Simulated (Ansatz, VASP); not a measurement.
## Two plane-wave programs on CoSi

```xyz
8
Lattice="4.3812 0.0000 0.0000 0.0000 4.3812 0.0000 0.0000 0.0000 4.3812" Properties=species:S:1:pos:R:3 pbc="T T T"
Co    0.6402    0.6402    0.6402
Co    1.5504    3.7410    2.8307
Co    2.8307    1.5504    3.7410
Co    3.7410    2.8307    1.5504
Si    3.6961    3.6961    3.6961
Si    2.8756    0.6850    1.5055
Si    1.5055    2.8756    0.6850
Si    0.6850    1.5055    2.8756
```

Alike in both runs: functional PBE; dispersion D3(BJ); k mesh 10 × 10 × 10; occupations gaussian, width 0.02 eV; no spin polarisation.

Ansatz relaxed the structure, and its values are those at the end. VASP's run is a single point on that final structure, the one shown.

|  | VASP | Ansatz |
| --- | --- | --- |
| version | VASP 6.6.1 | Ansatz 0.2.0 |
| potentials or method | VASP PAW PBE potentials, release 64 (Co, Si) | scalar-relativistic, plane waves, PAW |
| plane-wave cutoff (eV) | 520 | 420 |
| valence electrons in the cell | 52 | 84 |

|  | VASP | Ansatz | Ansatz less VASP |
| --- | --- | --- | --- |
| gap on the k mesh at the Fermi level (eV) | none | none | - |
| pressure (GPa) | -0.1 | 0.0 | +0.09 |

A gap of «none» marks a metal or a gap that the smearing closes. VASP's potentials hold 52 valence electrons a cell and Ansatz's 84, so a difference there can come from the potentials and not from the codes.
